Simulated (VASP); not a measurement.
## Al: relaxation of cell and atoms with PBEsol+D3(BJ)

Al:

```
Al
1.0
     2.75066    0.00000    0.00000
    -1.37533    2.38214    0.00000
     0.00000    0.00000    4.58186
Al
2
Direct
  0.66667 0.33333 0.75000
  0.33333 0.66667 0.25000
```

```
Program                : VASP 6.6.1
Task                   : relaxation of cell and atoms
Functional             : PBEsol
Dispersion             : D3(BJ)
Potentials or basis    : VASP PAW PBE potentials, release 64 (Al)
Cutoff                 : 600 eV
k mesh                 : 18 × 18 × 10
Occupations            : gaussian, width 0.1 eV
Spin                   : no spin polarisation
Target pressure        : 4 GPa
Dipole correction      : no
Further INCAR settings : ALGO = Fast; EDIFF = 1e-07; IBRION = 2; EDIFFG = -0.008; NSW = 70; ISIF = 3
```

```
Relaxed volume                                         : 15.04 Å³/atom
Relaxed cell                                           : a = 2.753 Å, b = 2.753 Å, c = 4.584 Å, α = 90.00°, β = 90.00°, γ = 120.00°
Space group after relaxing (to 0.05 Å)                 : P6_3/mmc (No. 194)
Energy change on relaxing (the enthalpy is what falls) : -0.7 meV/atom
Ionic steps                                            : 3
Pressure after relaxing                                : 4.0 GPa
Band gap on the k mesh                                 : zero (band 3 reaches 13.10 eV, above the bottom of band 4 at 5.67 eV)
Dispersion energy per atom                             : -0.349 eV
```

The path:
```csv
step,energy change (eV),largest force (eV/Å),pressure (GPa),volume (Å³)
1,0.0000,0.0000,4.18,30.02
2,-0.0019,0.0000,3.92,30.10
3,-0.0014,0.0000,3.99,30.08
```

Final structure:
```xyz
2
Lattice="2.7526 0.0000 0.0000 -1.3763 2.3838 0.0000 0.0000 0.0000 4.5837" Properties=species:S:1:pos:R:3 pbc="T T T"
Al    1.3763    0.7946    3.4377
Al    0.0000    1.5892    1.1459
```

Levels at points of the mesh, in eV from the Fermi level:
```csv
k point,band 1,band 2,band 3,band 4,band 5,band 6,band 7
"(0.00, 0.00, 0.00)",-11.79,-5.08,-4.76,11.68,11.68,11.75,11.75
"(0.50, 0.00, 0.00)",-5.47,-5.44,0.59,1.13,1.34,1.86,6.29
"(0.00, 0.00, 0.50)",-10.04,-10.04,3.25,3.25,12.62,12.62,12.62
"(0.50, 0.00, 0.50)",-4.18,-4.18,-3.28,-3.28,7.74,7.75,7.76
```

Run time: 36 s on 1 thread of Intel(R) Xeon(R) 6975P-C (Granite Rapids) (shared host), peak memory 0.19 GiB.

Caveat: the cell is relaxed towards a set pressure, so the enthalpy falls and the energy may rise; the PAW data sets were made with another functional, which shifts forces and pressure a little; pairwise dispersion overbinds metals, which lowers pressure and volume.
